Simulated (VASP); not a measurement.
SiC:

```
Si C
1.0
     3.15570    0.00000    0.00000
    -1.57785    2.73292    0.00000
     0.00000    0.00000   15.46753
Si C
6 6
Direct
  0.66667 0.33333 0.45830
  0.33333 0.66667 0.95830
  0.66667 0.33333 0.79170
  0.33333 0.66667 0.29170
  0.00000 0.00000 0.62500
  0.00000 0.00000 0.12500
  0.66667 0.33333 0.33330
  0.33333 0.66667 0.83330
  0.66667 0.33333 0.66670
  0.33333 0.66667 0.16670
  0.00000 0.00000 0.50000
  0.00000 0.00000 0.00000
```

Base run:

- Program: VASP 6.6.1
- Functional: b88 exchange, pbe correlation
- Potentials or basis: VASP PAW PBE potentials, release 64 (Si, C)
- Cutoff: 600 eV
- k mesh: 10 × 10 × 2
- Occupations: fermi-dirac, width 0.05 eV
- Spin: no spin polarisation

Its results: band gap on the k mesh 2.04 eV (least direct gap 3.11 eV); pressure -10.9 GPa; largest force 0.133 eV/Å.

Problem. The run is repeated on the same cell with these changes: functional from b88 exchange, pbe correlation to PBE exchange alone; cutoff from 600 eV to 520 eV. What comes out?

Solution. Band gap on the k mesh 2.34 eV (least direct gap 3.40 eV); pressure 4.7 GPa; largest force 0.132 eV/Å.

Caveats: the cell stands under tension (at least some runs); the PAW data sets were made with another functional, which shifts forces and pressure a little (at least some runs); the cell stands under pressure (at least some runs).

A k mesh can miss the band edges.
